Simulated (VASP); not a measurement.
## C: single point with PBE+D3(BJ)

C:

```
C
1.0
     1.23250    0.71158    3.36139
    -1.23250    0.71158    3.36139
     0.00000   -1.42317    3.36139
C
2
Direct
  0.15486 0.15486 0.17594
  0.84514 0.84514 0.82406
```

This cell differs from its parent crystal: atoms displaced along a vibrational mode.

```json
{
  "Program": "VASP 6.6.1",
  "Task": "single point",
  "Functional": "PBE",
  "Dispersion": "D3(BJ)",
  "Potentials or basis": "VASP PAW PBE potentials, release 64 (C)",
  "Cutoff": "520 eV",
  "k mesh": "15 × 15 × 15",
  "Occupations": "gaussian, width 0.05 eV",
  "Spin": "no spin polarisation",
  "Dipole correction": "no",
  "Further INCAR settings": "ALGO = Normal; EDIFF = 1e-06; NBANDS = 11"
}
```

```
Pressure                   : 1.6 GPa
Largest force              : 3.731 eV/Å
Dispersion energy per atom : -0.156 eV
```

Forces in eV/Å, atoms in the order of the input:
```
C    0.000  3.400  1.536
C    0.000 -3.400 -1.536
```

Stress tensor (GPa, compression positive):
```
-3.30  0.00  0.00
 0.00  9.64 -2.95
 0.00 -2.95 -1.57
```

Wall time 5.7 min on 1 thread of AMD EPYC 7R43 64-Core Processor (Zen 3), with other jobs on the host, peak memory 0.23 GiB.

Caveat: the cell differs from its parent crystal (atoms displaced along a vibrational mode); forces of over 1 eV/Å act on the atoms, so gaps and moduli don't describe the material at rest.
